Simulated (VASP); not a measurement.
# Si (Fd-3m) in VASP: single point with LDA

Aim: the single point of Si with LDA.

All numbers are computed with VASP 6.6.1; they aren't measurements. Logs are shortened: lines on timing, memory, paths and dates and some standing lists are left out, and cuts for length are marked.

### Step 1. The cell of the first run

The structure is cubic, space group Fd-3m (No. 227). Conventional cell: a = 4.139 Å, b = 4.139 Å, c = 4.139 Å, α = 90.00°, β = 90.00°, γ = 90.00°. Within 2.4 Å of Si (site symmetry -43m) lie 4 Si at 1.79 Å.

### Step 2. Single point, LDA (8.87 Å³/atom)

POSCAR reads:

```
Si
1.0
    0.0000000000      2.0697102901      2.0697102901
    2.0697102901      0.0000000000      2.0697102901
    2.0697102901      2.0697102901      0.0000000000
Si
2
Direct
   -0.1250000000     -0.1250000000     -0.1250000000
    0.1250000000      0.1250000000      0.1250000000
```

INCAR.step1 reads:

```
SYSTEM = Si
PREC = Accurate
ENCUT = 520
EDIFF = 1E-6
ISMEAR = -1
SIGMA = 0.1
LREAL = .FALSE.
LASPH = .TRUE.
NELM = 80
ALGO = Normal
ISIF = 2
LWAVE = .FALSE.
LCHARG = .TRUE.
GGA = CA
NBANDS = 11
```

KPOINTS.step1 reads:

```
regular mesh
0
G
  13 13 13
  0 0 0
```

INCAR.step2 reads:

```
SYSTEM = Si
PREC = Accurate
ENCUT = 520
EDIFF = 1E-6
ISMEAR = -5
SIGMA = 0.1
LREAL = .FALSE.
LASPH = .TRUE.
NELM = 80
ALGO = Normal
ISIF = 2
LWAVE = .FALSE.
LCHARG = .FALSE.
GGA = CA
LORBIT = 11
NBANDS = 11
NEDOS = 2001
ICHARG = 11
```

KPOINTS.step2 reads:

```
regular mesh
0
G
  20 20 20
  0 0 0
```

Potentials or basis: VASP PAW LDA potentials, release 64 (Si).

The run is started by

```console
$ cat potpaw_LDA.64/Si/POTCAR > POTCAR
$ cp INCAR.step1 INCAR
$ cp KPOINTS.step1 KPOINTS
$ mpirun -np 1 vasp_std > vasp.out
$ cp INCAR.step2 INCAR
$ cp KPOINTS.step2 KPOINTS
$ mpirun -np 1 vasp_std > vasp.out
```

OUTCAR:

```text
SYSTEM = Si
   PREC = Accurate
   ENCUT = 520
   EDIFF = 1E-6
   ISMEAR = -5
   LREAL = .FALSE.
   LASPH = .TRUE.
   NELM = 80
   ISIF = 2
   GGA = CA
   LORBIT = 11
   ICHARG = 11

 ion  position               nearest neighbor table
   1  0.875  0.875  0.875-   2 1.79   2 1.79   2 1.79   2 1.79
   2  0.125  0.125  0.125-   1 1.79   1 1.79   1 1.79   1 1.79

  LATTYP: Found a face centered cubic cell.
 ALAT       =     4.1394205802

  Lattice vectors:

 A1 = (   0.0000000000,   2.0697102901,   2.0697102901)
 A2 = (   2.0697102901,   0.0000000000,   2.0697102901)
 A3 = (   2.0697102901,   2.0697102901,   0.0000000000)

Analysis of symmetry for initial positions (statically):
=====================================================================
 Subroutine PRICEL returns:
 Original cell was already a primitive cell.

 Routine SETGRP: Setting up the symmetry group for a
 face centered cubic supercell.

 Subroutine GETGRP returns: Found 48 space group operations
 (whereof 12 operations were pure point group operations)
 out of a pool of 48 trial point group operations.

The static configuration has the point symmetry D_3d.
 The point group associated with its full space group is O_h .

Analysis of symmetry for dynamics (positions and initial velocities):
=====================================================================
 Subroutine PRICEL returns:
 Original cell was already a primitive cell.

 Routine SETGRP: Setting up the symmetry group for a
 face centered cubic supercell.

 Subroutine GETGRP returns: Found 48 space group operations
 (whereof 12 operations were pure point group operations)
 out of a pool of 48 trial point group operations.

The dynamic configuration has the point symmetry D_3d.
 The point group associated with its full space group is O_h .

 Subroutine INISYM returns: Found 48 space group operations
 (whereof 12 operations are pure point group operations),
 and found     1 'primitive' translations

----------------------------------------------------------------------------------------

                                     Primitive cell

  volume of cell :      17.7320

  direct lattice vectors                    reciprocal lattice vectors
     0.000000000  2.069710290  2.069710290    -0.241579704  0.241579704  0.241579704
     2.069710290  0.000000000  2.069710290     0.241579704 -0.241579704  0.241579704
     2.069710290  2.069710290  0.000000000     0.241579704  0.241579704 -0.241579704

  length of vectors
[... 101 lines left out ...]
   IALGO  =     38    algorithm
   IMIX   =      4    mixing-type and parameters
     AMIX     =   0.40;   BMIX     =  1.00
     AMIX_MAG =   1.60;   BMIX_MAG =  1.00
  volume/ion in A,a.u.               =       8.87        59.83
  Fermi-wavevector in a.u.,A,eV,Ry     =   1.255602  2.372743 21.450073  1.576536
  Thomas-Fermi vector in A             =   2.389351
   LORBIT       =     11    0 simple, 1 ext, 2 COOP (PROOUT), +10 PAW based schemes
   GGA     = CA    functional components
   LHFCALC =     F    Hartree Fock is set to
   AEXX    =    0.0000 exact exchange contribution
   IVDW    =     0    specifies the selected vdW correction
   LEPSILON=     F    determine dielectric tensor
   LRPA    =     F    only Hartree local field effects (RPA)
 non-spin polarized calculation
 Fermi weights with tetrahedron method with Bloechl corrections
  energy-cutoff  :      520.00
  volume of cell :       17.73
 maximum number of plane-waves:       531
 NGX is ok and might be reduce to    24

 number of electron       8.0000001 magnetization

 Free energy of the ion-electron system (eV)
  ---------------------------------------------------
  ext. energy  EPLUGINS =         0.00000000
  ---------------------------------------------------
  free energy    TOTEN  =         0.72970442 eV

  energy without entropy =        0.72970442  energy(sigma->0) =        0.72970442

 E-fermi :  16.8544     XC(G=0): -13.0650

 val. band max:       17.0600041022   @ k =   0.1500   0.0000   0.0000
 cond. band min:      16.7653471140   @ k =   0.3500   0.3000   0.0000
 fundamental gap:     -0.2946569882
 Fermi energy:        16.8543954924

 k-point     1 :       0.0000    0.0000    0.0000
  band No.  band energies     occupation
      1      -1.8154      2.00000
      2      17.8092      0.00000
      3      17.8092      0.00000
      4      17.8092      0.00000
      5      20.2652      0.00000
      6      20.2652      0.00000
      7      20.2652      0.00000
      8      25.1608      0.00000
      9      25.1608      0.00000
     10      30.6219      0.00000
     11      30.7968      0.00000
[... 309 lines left out ...]
 k-point    24 :      -0.3500    0.0500    0.0000
  band No.  band energies     occupation
      1       1.4854      2.00000
      2       7.8271      2.00000
      3      15.4407      2.00000
      4      16.4618      2.00000
      5      19.8605      0.00000
      6      20.2666      0.00000
      7      22.2922      0.00000
      8      26.8974      0.00000
      9      26.9351      0.00000
     10      28.4907      0.00000
     11      37.4708      0.00000

 [... further k-points ...]

------------------------ aborting loop because EDIFF is reached ----------------------------------------

  FORCE on cell =-STRESS in cart. coord.  units (eV):
  Direction    XX          YY          ZZ          XY          YZ          ZX
  --------------------------------------------------------------------------------------
  -------------------------------------------------------------------------------------
  Total       38.6273822     38.6273822     38.6273822     -0.0000000      0.0000000     -0.0000000
  in kB     3490.1748658   3490.1748658   3490.1748658     -0.0000000      0.0000000     -0.0000000
  external PRESSURE =    3490.1748658 kB  Pullay stress =       0.0000000 kB

 VOLUME and BASIS-vectors are now :
 -----------------------------------------------------------------------------
  energy-cutoff  :      520.00
  volume of cell :       17.73
      direct lattice vectors                 reciprocal lattice vectors
     0.000000000  2.069710290  2.069710290    -0.241579704  0.241579704  0.241579704
     2.069710290  0.000000000  2.069710290     0.241579704 -0.241579704  0.241579704
     2.069710290  2.069710290  0.000000000     0.241579704  0.241579704 -0.241579704

 POSITION                                       TOTAL-FORCE (eV/Angst)
 -----------------------------------------------------------------------------------
      3.62199      3.62199      3.62199         0.000000     -0.000000     -0.000000
      0.51743      0.51743      0.51743        -0.000000      0.000000      0.000000
 -----------------------------------------------------------------------------------
    total drift:                                0.000000      0.000000     -0.000000

  FREE ENERGIE OF THE ION-ELECTRON SYSTEM (eV)
  ---------------------------------------------------
  free  energy   TOTEN  =         0.7297044222 eV

  energy  without entropy=        0.7297044222  energy(sigma->0) =        0.72970442

 total charge

# of ion       s       p       d       tot
------------------------------------------
    1        0.959   1.704   0.000   2.663
    2        0.959   1.704   0.000   2.663
--------------------------------------------------
tot          1.917   3.408   0.000   5.325
```

OUTCAR.step1:

```text
SYSTEM = Si
   PREC = Accurate
   ENCUT = 520
   EDIFF = 1E-6
   ISMEAR = -1
   LREAL = .FALSE.
[... 560 lines left out ...]
      3.62199      3.62199      3.62199         0.000000     -0.000000     -0.000000
      0.51743      0.51743      0.51743        -0.000000      0.000000      0.000000
 -----------------------------------------------------------------------------------
    total drift:                                0.000000      0.000000     -0.000000

  FREE ENERGIE OF THE ION-ELECTRON SYSTEM (eV)
  ---------------------------------------------------
  free  energy   TOTEN  =         0.7218392423 eV

  energy  without entropy=        0.7378984577  energy(sigma->0) =        0.72986885
```

Wall time 17 s (1 thread of Intel Xeon Platinum 8559C (Emerald Rapids), shared host); peak memory 0.15 GiB.

What came out:

* Valence electrons inside the program's atomic spheres: Si 2.66

Levels at points of the mesh, in eV from the Fermi level:
| k point | band 2 | band 3 | band 4 | band 5 | band 6 | band 7 |
| --- | --- | --- | --- | --- | --- | --- |
| (0.00, 0.00, 0.00) | 0.95 | 0.95 | 0.95 | 3.41 | 3.41 | 3.41 |
| (0.50, 0.00, 0.00) | -11.94 | -0.72 | -0.72 | 2.58 | 2.58 | 5.28 |
| (0.50, 0.50, 0.00) | -10.77 | -4.46 | -4.46 | -1.13 | -1.13 | 14.55 |

Caveat: tetrahedron occupations give inexact forces and stress in metals.
